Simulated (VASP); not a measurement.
A run of VASP 6.6.1 is set up as follows.

The input INCAR:

```
PREC = Accurate
ENCUT = 520
EDIFF = 1E-6
ISMEAR = 0
SIGMA = 0.1
LREAL = F
LASPH = T
NELM = 100
ALGO = Normal
ISIF = 2
LWAVE = F
LCHARG = F
GGA = PE
NBANDS = 14
```

File KPOINTS:

```
regular mesh
0
Gamma
  12 12 6
```

File POSCAR:

```
NaH4
1.0
    4.2188241154      0.0000000000      0.0000000000
   -2.1094120577      3.6536088580      0.0000000000
    0.0000000000      0.0000000000      6.1323679722
Na H
1 4
Direct
    0.0000000000      0.0000000000      0.0000000000
    0.3333333333      0.6666666667      0.4383318505
    0.3333333333      0.6666666667      0.5616681495
    0.6666666667      0.3333333333      0.4383318505
    0.6666666667      0.3333333333      0.5616681495
```

Potentials or basis: VASP PAW PBE potentials, release 64 (Na_pv, H).

The run is started by

```console
$ cat potpaw_PBE.64/Na_pv/POTCAR potpaw_PBE.64/H/POTCAR > POTCAR
$ mpirun -np 1 vasp_std > vasp.out
```

(1) Estimate the pressure.

(2) Estimate the largest force.

## Answers

(1) -0.1 GPa.

(2) 0.008 eV/Å.
